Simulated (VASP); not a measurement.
A run of VASP 6.6.1 is set up as follows.

File INCAR:

```
SYSTEM = KF
PREC = Accurate
ENCUT = 520
EDIFF = 1E-8
ISMEAR = -1
SIGMA = 0.01
LREAL = .False.
LASPH = .True.
NELM = 80
ALGO = Normal
ISIF = 2
LWAVE = .False.
LCHARG = .False.
GGA = PS
LEFG = .True.
NBANDS = 15
```

KPOINTS

```
regular mesh
0
Gamma
  9 9 9
  0 0 0
```

Contents of POSCAR:

```
KF
1.0
    0.0000000000      2.6735000000      2.6735000000
    2.6735000000      0.0000000000      2.6735000000
    2.6735000000      2.6735000000      0.0000000000
K F
1 1
Direct
    0.0000000000      0.0000000000      0.0000000000
    0.5000000000      0.5000000000      0.5000000000
```

Potentials or basis: VASP PAW PBE potentials, release 64 (K_sv, F).

Command:

```sh
$ cat potpaw_PBE.64/K_sv/POTCAR potpaw_PBE.64/F/POTCAR > POTCAR
$ mpirun -np 1 vasp_std > vasp.out
```

Task: What does it give for the pressure?

Result: -0.7 GPa.

Task: Predict the band gap on the k mesh.

Result: 6.02 eV.

Caveat: the PAW data sets were made with another functional, which shifts forces and pressure a little; an odd mesh through Γ misses points on the zone boundary, where band edges can lie. As with any semilocal functional, this PBEsol gap is likely too small.
